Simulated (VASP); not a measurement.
Write the native input for VASP 6.6.1 that does the following.

```
Task                   : single point
Functional             : PBE
Potentials or basis    : VASP PAW PBE potentials, release 64 (Sn_d, O)
Cutoff                 : 520 eV
k mesh                 : 4 × 4 × 6
Occupations            : gaussian, width 0.01 eV
Spin                   : no spin polarisation
Dipole correction      : no
Further INCAR settings : ALGO = Normal; EDIFF = 1e-07; NBANDS = 35
```

The structure of SnO2 lies in POSCAR:

```
SnO2
1.0
    4.7284068930      0.0000000000      0.0000000000
    0.0000000000      4.7284068930      0.0000000000
    0.0000000000      0.0000000000      3.1721152638
Sn O
2 4
Direct
    0.0000000000      0.0000000000      0.0000000000
    0.5000000000      0.5000000000      0.5000000000
    0.3065716164      0.3065716164      0.0000000000
    0.1934283836      0.8065716164      0.5000000000
    0.6934283836      0.6934283836      0.0000000000
    0.8065716164      0.1934283836      0.5000000000
```

These files were run (other wordings do the same):

INCAR

```
PREC = Accurate ; ENCUT = 520
EDIFF = 1E-7 ; ISMEAR = 0
SIGMA = 0.01 ; LREAL = F
LASPH = T ; NELM = 80
ALGO = Normal ; ISIF = 2
LWAVE = F ; LCHARG = F
GGA = PE ; NBANDS = 35
```

KPOINTS

```
Automatic mesh
0
Gamma
  4 4 6
```

Potentials or basis: VASP PAW PBE potentials, release 64 (Sn_d, O).

The run is started by

```console
$ cat potpaw_PBE.64/Sn_d/POTCAR potpaw_PBE.64/O/POTCAR > POTCAR
$ mpirun -np 1 vasp_std > vasp.out
```

It gave:

```
Pressure               : 13.8 GPa
Largest force          : 0.255 eV/Å
Band gap on the k mesh : 1.37 eV
```

Caveat: the cell stands under pressure; spin-orbit coupling is left out, which moves the levels of the heavy elements.

It took 100 s on 1 thread of AMD EPYC 7R13, on a shared host, peak memory 0.17 GiB.
